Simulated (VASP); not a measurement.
Here is a VASP 6.6.1 calculation.

File INCAR:

```
SYSTEM = Pd
PREC     = Accurate       ! precision mode
ENCUT    = 520            ! plane-wave cutoff, eV
EDIFF    = 1E-7           ! SCF threshold, eV
ISMEAR   = -1             ! smearing method
SIGMA    = 0.05           ! smearing width, eV
LREAL    = .FALSE.        ! projectors in reciprocal space
LASPH    = .TRUE.         ! aspherical terms in the spheres
NELM     = 150            ! most SCF steps
ALGO     = Normal         ! electronic algorithm
ISIF     = 2              ! what is computed and relaxed
LWAVE    = .FALSE.        ! write WAVECAR
LCHARG   = .TRUE.         ! write CHGCAR
ISPIN    = 2              ! spin polarisation
MAGMOM   = 0.447 0.447    ! initial moments
LORBIT   = 11             ! projections on sites
LMAXMIX  = 4              ! l up to which the mixer works
GGA      = RP             ! functional
LELF     = .TRUE.         ! ELF
LVHAR    = .TRUE.       
NBANDS   = 21             ! bands
```

Contents of KPOINTS:

```
Automatic mesh
0
G
  10 10 10
  0 0 0
```

File POSCAR:

```
Pd
1.0
    0.0000000000      2.8248472178      2.8248472178
    2.8248472178      0.0000000000      2.8248472178
    2.8248472178      2.8248472178      0.0000000000
Pd
2
Direct
    0.1250000000      0.1250000000      0.1250000000
    0.8750000000      0.8750000000      0.8750000000
```

Potentials or basis: VASP PAW PBE potentials, release 64 (Pd).

Run with:

```bash
$ cat potpaw_PBE.64/Pd/POTCAR > POTCAR
$ mpirun -np 1 vasp_std > vasp.out
```

Q: Predict the net moment.

A: 0.95 μB per cell.

Q: Predict the site moments.

A: Pd +0.47 μB.

Q: Estimate the pressure.

A: 9.5 GPa.

Caveat: the PAW data sets were made with another functional, which shifts forces and pressure a little.
